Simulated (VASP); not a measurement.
# Tl3Cu in VASP: a series of runs

The runs below take Tl3Cu through single point, with PBE.

All numbers are computed with VASP 6.6.1; they aren't measurements. Logs are shortened: lines on timing, memory, paths and dates and some standing lists are left out, and cuts for length are marked.

## Step 1: The cell of the first run

Symmetry: Pm-3m, No. 221, cubic system. Conventional cell: a = 4.717 Å, b = 4.717 Å, c = 4.717 Å, α = 90.00°, β = 90.00°, γ = 90.00°. Within 4.4 Å of Tl (site symmetry 4/mmm) lie 8 Tl at 3.34 Å and 4 Cu at 3.34 Å. Within 4.4 Å of Cu (site symmetry m-3m) lie 12 Tl at 3.34 Å.

## Step 2: Single point, PBE

The input, INCAR:

```
SYSTEM = Tl3Cu
PREC     = Accurate       ! precision mode
ENCUT    = 520            ! plane-wave cutoff, eV
EDIFF    = 1E-6           ! SCF threshold, eV
ISMEAR   = -1             ! smearing method
SIGMA    = 0.05           ! smearing width, eV
LREAL    = .FALSE.        ! projectors in reciprocal space
LASPH    = .TRUE.         ! aspherical terms in the spheres
NELM     = 60             ! most SCF steps
ALGO     = Fast           ! electronic algorithm
ISIF     = 2              ! what is computed and relaxed
LWAVE    = .FALSE.        ! write WAVECAR
LCHARG   = .TRUE.         ! write CHGCAR
GGA      = PE             ! functional
LELF     = .TRUE.         ! ELF
LVHAR    = .TRUE.       
NBANDS   = 33             ! bands
```

The input, KPOINTS:

```
Automatic mesh
0
G
  5 5 5
  0 0 0
```

The input, POSCAR:

```
Tl3Cu
1.0
    4.7169980000      0.0000000000      0.0000000000
    0.0000000000      4.7169980000      0.0000000000
    0.0000000000      0.0000000000      4.7169980000
Tl Cu
3 1
Direct
    0.5000000000      0.5000000000      0.0000000000
    0.5000000000      0.0000000000      0.5000000000
    0.0000000000      0.5000000000      0.5000000000
    0.0000000000      0.0000000000      0.0000000000
```

Potentials or basis: VASP PAW PBE potentials, release 64 (Tl_d, Cu).

Started as:

```
cat potpaw_PBE.64/Tl_d/POTCAR potpaw_PBE.64/Cu/POTCAR > POTCAR
mpirun -np 1 vasp_std > vasp.out
```

OUTCAR:

```text
SYSTEM = Tl3Cu
   PREC = Accurate
   ENCUT = 520
   EDIFF = 1E-6
   ISMEAR = -1
   LREAL = .FALSE.
   LASPH = .TRUE.
   NELM = 60
   ISIF = 2
   GGA = PE

 ion  position               nearest neighbor table
   1  0.500  0.500  0.000-   2 3.34   3 3.34   4 3.34   2 3.34   3 3.34   2 3.34   4 3.34   2 3.34
                             3 3.34   4 3.34   3 3.34   4 3.34
   2  0.500  0.000  0.500-   1 3.34   3 3.34   4 3.34   1 3.34   4 3.34   1 3.34   3 3.34   1 3.34
                             3 3.34   4 3.34   4 3.34   3 3.34
   3  0.000  0.500  0.500-   1 3.34   2 3.34   4 3.34   1 3.34   4 3.34   2 3.34   4 3.34   4 3.34
                             1 3.34   2 3.34   1 3.34   2 3.34
   4  0.000  0.000  0.000-   1 3.34   2 3.34   3 3.34   2 3.34   3 3.34   1 3.34   3 3.34   3 3.34
                             1 3.34   2 3.34   2 3.34   1 3.34

  LATTYP: Found a simple cubic cell.
 ALAT       =     4.7169980000

  Lattice vectors:

 A1 = (   4.7169980000,   0.0000000000,   0.0000000000)
 A2 = (   0.0000000000,   4.7169980000,   0.0000000000)
 A3 = (   0.0000000000,   0.0000000000,   4.7169980000)

Analysis of symmetry for initial positions (statically):
=====================================================================
 Subroutine PRICEL returns:
 Original cell was already a primitive cell.

 Routine SETGRP: Setting up the symmetry group for a
 simple cubic supercell.

 Subroutine GETGRP returns: Found 48 space group operations
 (whereof 48 operations were pure point group operations)
 out of a pool of 48 trial point group operations.

The static configuration has the point symmetry O_h .

Analysis of symmetry for dynamics (positions and initial velocities):
=====================================================================
 Subroutine PRICEL returns:
 Original cell was already a primitive cell.

 Routine SETGRP: Setting up the symmetry group for a
 simple cubic supercell.

 Subroutine GETGRP returns: Found 48 space group operations
 (whereof 48 operations were pure point group operations)
 out of a pool of 48 trial point group operations.

The dynamic configuration has the point symmetry O_h .

 Subroutine INISYM returns: Found 48 space group operations
 (whereof 48 operations are pure point group operations),
 and found     1 'primitive' translations

----------------------------------------------------------------------------------------

                                     Primitive cell

  volume of cell :     104.9535

  direct lattice vectors                    reciprocal lattice vectors
     4.716998000  0.000000000  0.000000000     0.211999242  0.000000000  0.000000000
     0.000000000  4.716998000  0.000000000     0.000000000  0.211999242  0.000000000
     0.000000000  0.000000000  4.716998000     0.000000000  0.000000000  0.211999242

  length of vectors
     4.716998000  4.716998000  4.716998000     0.211999242  0.211999242  0.211999242

  position of ions in fractional coordinates (direct lattice)
     0.500000000  0.500000000  0.000000000
     0.500000000  0.000000000  0.500000000
     0.000000000  0.500000000  0.500000000
     0.000000000  0.000000000  0.000000000

  ion indices of the primitive-cell ions
   primitive index   ion index
                 1           1
                 2           2
                 3           3
                 4           4

----------------------------------------------------------------------------------------

 KPOINTS: Automatic mesh

Automatic generation of k-mesh.
 Grid dimensions read from file:
 generate k-points for:    5    5    5

 Generating k-lattice:

  Cartesian coordinates                     Fractional coordinates (reciprocal lattice)
     0.042399848  0.000000000  0.000000000     0.200000000  0.000000000  0.000000000
     0.000000000  0.042399848  0.000000000     0.000000000  0.200000000  0.000000000
     0.000000000  0.000000000  0.042399848     0.000000000  0.000000000  0.200000000

  Length of vectors
     0.042399848  0.042399848  0.042399848

  Shift w.r.t. Gamma in fractional coordinates (k-lattice)
     0.000000000  0.000000000  0.000000000

 Subroutine IBZKPT returns following result:
 ===========================================

 Found     10 irreducible k-points:

 Following reciprocal coordinates:
            Coordinates               Weight
  0.000000  0.000000  0.000000      1.000000
  0.200000  0.000000  0.000000      6.000000
  0.400000  0.000000  0.000000      6.000000
  0.200000  0.200000  0.000000     12.000000
  0.400000  0.200000  0.000000     24.000000
  0.400000  0.400000  0.000000     12.000000
  0.200000  0.200000  0.200000      8.000000
  0.400000  0.200000  0.200000     24.000000
  0.400000  0.400000  0.200000     24.000000
  0.400000  0.400000  0.400000      8.000000
   k-points           NKPTS =     10   k-points in BZ     NKDIM =     10   number of bands    NBANDS=     33
   number of dos      NEDOS =    301   number of ions     NIONS =      4
   total plane-waves  NPLWV =  46656
   dimension x,y,z NGX =    36 NGY =   36 NGZ =   36
   dimension x,y,z NGXF=    72 NGYF=   72 NGZF=   72
   ions per type =               3   1
   NGX,Y,Z   is equivalent  to a cutoff of  12.69, 12.69, 12.69 a.u.
   NGXF,Y,Z  is equivalent  to a cutoff of  25.38, 25.38, 25.38 a.u.
 SYSTEM =  Tl3Cu
   PREC   = accura    normal or accurate (medium, high low for compatibility)
   ISTART =      0    job   : 0-new  1-cont  2-samecut
   ICHARG =      2    charge: 1-file 2-atom 10-const
   ISPIN  =      1    spin polarized calculation?
   LNONCOLLINEAR =      F non collinear calculations
   LSORBIT =      F    spin-orbit coupling
   LASPH  =      T    aspherical Exc in radial PAW
   ENCUT  =  520.0 eV  38.22 Ry    6.18 a.u.   8.77  8.77  8.77*2*pi/ulx,y,z
   NELM   =     60;   NELMIN=  2; NELMDL= -5     # of ELM steps
   EDIFF  = 0.1E-05   stopping-criterion for ELM
   LREAL  =      F    real-space projection
   EDIFFG = 0.1E-04   stopping-criterion for IOM
   NSW    =      0    number of steps for IOM
   IBRION =     -1    ionic relax: 0-MD 1-quasi-New 2-CG
   NFREE  =      0    steps in history (QN), initial steepest desc. (CG)
   ISIF   =      2    stress and relaxation
   ISYM   =      2    0-nonsym 1-usesym 2-fastsym
   POTIM  = 0.5000    time-step for ionic-motion
   TEBEG  =    0.0;   TEEND  =   0.0 temperature during run
   PSTRESS=    0.0 pullay stress
   NELECT =      50.0000    total number of electrons
   NUPDOWN=      -1.0000    fix difference up-down
   EMIN   =  10.00;   EMAX   =-10.00  energy-range for DOS
   EFERMI =   0.00;   METHOD = LEGACY
   ISMEAR =    -1;   SIGMA  =   0.05  broadening in eV -4-tet -1-fermi 0-gaus
   EFERMI_NEDOS =   21; number of points for ismear=-14 and -15
   IALGO  =     68    algorithm
   IMIX   =      4    mixing-type and parameters
     AMIX     =   0.40;   BMIX     =  1.00
     AMIX_MAG =   1.60;   BMIX_MAG =  1.00
  volume/ion in A,a.u.               =      26.24       177.07
  Fermi-wavevector in a.u.,A,eV,Ry     =   1.278593  2.416191 22.242821  1.634801
  Thomas-Fermi vector in A             =   2.411127
   LORBIT       =      0    0 simple, 1 ext, 2 COOP (PROOUT), +10 PAW based schemes
   GGA     = PE    functional components
   LHFCALC =     F    Hartree Fock is set to
   AEXX    =    0.0000 exact exchange contribution
   IVDW    =     0    specifies the selected vdW correction
   LEPSILON=     F    determine dielectric tensor
   LRPA    =     F    only Hartree local field effects (RPA)
 non-spin polarized calculation
 RMM-DIIS sequential band-by-band and
  energy-cutoff  :      520.00
  volume of cell :      104.95
 maximum number of plane-waves:      2854
 NGX is ok and might be reduce to    36
   NGX = 17   NGY = 17   NGZ = 17

 number of electron      50.0000017 magnetization

 Free energy of the ion-electron system (eV)
  ---------------------------------------------------
  ext. energy  EPLUGINS =         0.00000000
  ---------------------------------------------------
  free energy    TOTEN  =        -9.28124347 eV

  energy without entropy =       -9.27262040  energy(sigma->0) =       -9.27693193

 E-fermi :   6.0920     XC(G=0): -10.1779

 val. band max:        5.8297535977   @ k =   0.4000   0.0000   0.0000
 cond. band min:       6.1940056679   @ k =   0.4000   0.4000   0.2000
 fundamental gap:      0.3642520701
 Fermi energy:         6.0919694413

 k-point     1 :       0.0000    0.0000    0.0000
  band No.  band energies     occupation
      1      -6.0475      2.00000
      2      -5.9775      2.00000
      3      -5.9775      2.00000
      4      -5.9775      2.00000
      5      -5.6993      2.00000
      6      -5.6993      2.00000
[... 25 lines left out ...]
     32      11.3407      0.00000
     33      11.3407      0.00000

 k-point     2 :       0.2000    0.0000    0.0000
  band No.  band energies     occupation
      1      -5.9766      2.00000
      2      -5.9630      2.00000
      3      -5.9021      2.00000
      4      -5.9021      2.00000
      5      -5.6839      2.00000
      6      -5.6390      2.00000
[... 25 lines left out ...]
     32      11.5181      0.00000
     33      11.5181      0.00000

 k-point     3 :       0.4000    0.0000    0.0000
  band No.  band energies     occupation
      1      -5.9377      2.00000
      2      -5.8257      2.00000
      3      -5.6969      2.00000
      4      -5.6969      2.00000
      5      -5.6540      2.00000
      6      -5.5038      2.00000
[... 25 lines left out ...]
     32      12.5522      0.00000
     33      12.5522      0.00000

 k-point     4 :       0.2000    0.2000    0.0000
  band No.  band energies     occupation
      1      -5.9329      2.00000
      2      -5.9144      2.00000
      3      -5.8626      2.00000
      4      -5.8383      2.00000
      5      -5.6464      2.00000
      6      -5.5953      2.00000
[... 169 lines left out ...]
     32      11.7751      0.00000
     33      12.7355      0.00000

 k-point     9 :       0.4000    0.4000    0.2000
  band No.  band energies     occupation
      1      -5.8417      2.00000
      2      -5.7492      2.00000
      3      -5.7384      2.00000
      4      -5.6650      2.00000
      5      -5.6481      2.00000
      6      -5.5785      2.00000
[... 25 lines left out ...]
     32      13.5436      0.00000
     33      13.6859      0.00000

 k-point    10 :       0.4000    0.4000    0.4000
  band No.  band energies     occupation
      1      -5.8775      2.00000
      2      -5.8136      2.00000
      3      -5.8136      2.00000
      4      -5.7314      2.00000
      5      -5.6661      2.00000
      6      -5.6661      2.00000
[... 25 lines left out ...]
     32      14.7550      0.00000
     33      14.7558      0.00000

------------------------ aborting loop because EDIFF is reached ----------------------------------------

  FORCE on cell =-STRESS in cart. coord.  units (eV):
  Direction    XX          YY          ZZ          XY          YZ          ZX
  --------------------------------------------------------------------------------------
  -------------------------------------------------------------------------------------
  Total       -0.1051931     -0.1051931     -0.1051931     -0.0000000     -0.0000000     -0.0000000
  in kB       -1.6058346     -1.6058346     -1.6058346     -0.0000000     -0.0000000     -0.0000000
  external PRESSURE =      -1.6058346 kB  Pullay stress =       0.0000000 kB

 VOLUME and BASIS-vectors are now :
 -----------------------------------------------------------------------------
  energy-cutoff  :      520.00
  volume of cell :      104.95
      direct lattice vectors                 reciprocal lattice vectors
     4.716998000  0.000000000  0.000000000     0.211999242  0.000000000  0.000000000
     0.000000000  4.716998000  0.000000000     0.000000000  0.211999242  0.000000000
     0.000000000  0.000000000  4.716998000     0.000000000  0.000000000  0.211999242

 POSITION                                       TOTAL-FORCE (eV/Angst)
 -----------------------------------------------------------------------------------
      2.35850      2.35850      0.00000         0.000000      0.000000      0.000000
      2.35850      0.00000      2.35850         0.000000      0.000000      0.000000
      0.00000      2.35850      2.35850         0.000000      0.000000      0.000000
      0.00000      0.00000      0.00000         0.000000      0.000000      0.000000
 -----------------------------------------------------------------------------------
    total drift:                                0.000000      0.000000      0.000000

  FREE ENERGIE OF THE ION-ELECTRON SYSTEM (eV)
  ---------------------------------------------------
  free  energy   TOTEN  =        -9.2812434654 eV

  energy  without entropy=       -9.2726204037  energy(sigma->0) =       -9.27693193
```

It took 23 s on 1 thread of Intel Xeon Platinum 8488C (Sapphire Rapids), shared host; peak memory 0.21 GiB.

Results:

* Free energy: -9.2812 eV
* Pressure: -0.2 GPa
* Band gap on the k mesh: zero (bands 25 and 26 overlap by 2.37 eV)

Levels at points of the mesh, in eV from the Fermi level:
```
           k point  band 22  band 23  band 24  band 25  band 26  band 27  band 28  band 29
(0.00, 0.00, 0.00)    -1.81    -1.81    -1.43    -1.43    -1.43     0.52     4.72     4.72
```

Caveat: spin-orbit coupling is left out, which moves the levels of the heavy elements.

[end of part 1 of 4]

The gap in the log of VASP goes by the Fermi energy; the results here count the filled bands.